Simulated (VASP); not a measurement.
Here is a VASP 6.6.1 calculation.

The input INCAR:

```
SYSTEM = HfO2
  PREC = Accurate
  ENCUT = 520
  EDIFF = 1E-7
  ISMEAR = 0
  SIGMA = 0.05
  LREAL = .FALSE.
  LASPH = .TRUE.
  NELM = 60
  ALGO = Normal
  ISIF = 2
  LWAVE = .FALSE.
  LCHARG = .TRUE.
  GGA = PS
  LELF = .TRUE.
  LVHAR = .TRUE.
  NBANDS = 31
```

Contents of KPOINTS:

```
Automatic mesh
0
G
  6 6 8
  0 0 0
```

Contents of POSCAR:

```
HfO2
1.0
    4.9515530954      0.0000000000      0.0000000000
    0.0000000000      4.9515530954      0.0000000000
    0.0000000000      0.0000000000      3.2904374695
Hf O
2 4
Direct
    0.0000000000      0.0000000000      0.0000000000
    0.5000000000      0.5000000000      0.5000000000
    0.1949828631      0.8050171369      0.5000000000
    0.3050171369      0.3050171369      0.0000000000
    0.6949828631      0.6949828631      0.0000000000
    0.8050171369      0.1949828631      0.5000000000
```

Potentials or basis: VASP PAW PBE potentials, release 64 (Hf_pv, O).

Launch:

```bash
$ cat potpaw_PBE.64/Hf_pv/POTCAR potpaw_PBE.64/O/POTCAR > POTCAR
$ mpirun -np 1 vasp_std > vasp.out
```

Task: Predict the largest force.

Result: 0.271 eV/Å.

Task: Predict the pressure.

Result: -16.9 GPa.

Task: Predict the band gap on the k mesh.

Result: 3.56 eV.

Stress tensor (GPa, compression positive):
```
-15.40   0.00   0.00
  0.00 -15.40   0.00
  0.00   0.00 -20.04
```

Caveat: the cell stands under tension; the PAW data sets were made with another functional, which shifts forces and pressure a little; spin-orbit coupling is left out, which moves the levels of the heavy elements. A k mesh can miss the band edges.
